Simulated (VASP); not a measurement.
Set up this calculation in VASP 6.6.1, as the native input.

```
Task                   : single point
Functional             : PBE
Potentials or basis    : VASP PAW PBE potentials, release 64 (Ba_sv, S)
Cutoff                 : 520 eV
k mesh                 : 6 × 6 × 6
Occupations            : fermi-dirac, width 0.02 eV
Spin                   : no spin polarisation
Dipole correction      : no
Further INCAR settings : ALGO = Normal; EDIFF = 1e-07; NBANDS = 15
```

The structure of BaS lies in POSCAR:

```
BaS
1.0
    0.0000000000      3.4824579473      3.5835556952
    3.4824579473      0.0000000000      3.5835556952
    3.4824579473      3.4824579473      0.0000000000
Ba S
1 1
Direct
    0.0000000000      0.0000000000      0.0000000000
    0.2500000000      0.2500000000      0.2500000000
```

This cell differs from its parent crystal: epitaxial xy strain -1.1%.

One way to write it, as run:

INCAR

```
PREC = Accurate
ENCUT = 520
EDIFF = 1E-7
ISMEAR = -1
SIGMA = 0.02
LREAL = F
LASPH = T
NELM = 60
ALGO = Normal
ISIF = 2
LWAVE = F
LCHARG = T
GGA = PE
LELF = T
LVHAR = T
NBANDS = 15
```

KPOINTS

```
Automatic mesh
0
Gamma
  6 6 6
```

Potentials or basis: VASP PAW PBE potentials, release 64 (Ba_sv, S).

Launch:

```sh
$ cat potpaw_PBE.64/Ba_sv/POTCAR potpaw_PBE.64/S/POTCAR > POTCAR
$ mpirun -np 1 vasp_std > vasp.out
```

It gave:

```yaml
Pressure: 0.5 GPa
Band_gap_on_the_k_mesh: 2.75 eV (least direct gap 3.38 eV)
```

Caveat: the cell differs from its parent crystal (epitaxial xy strain -1.1%); spin-orbit coupling is left out, which moves the levels of the heavy elements.

It took 22 s on 1 thread of Intel(R) Xeon(R) 6975P-C (Granite Rapids) (shared host), peak memory 0.25 GiB.
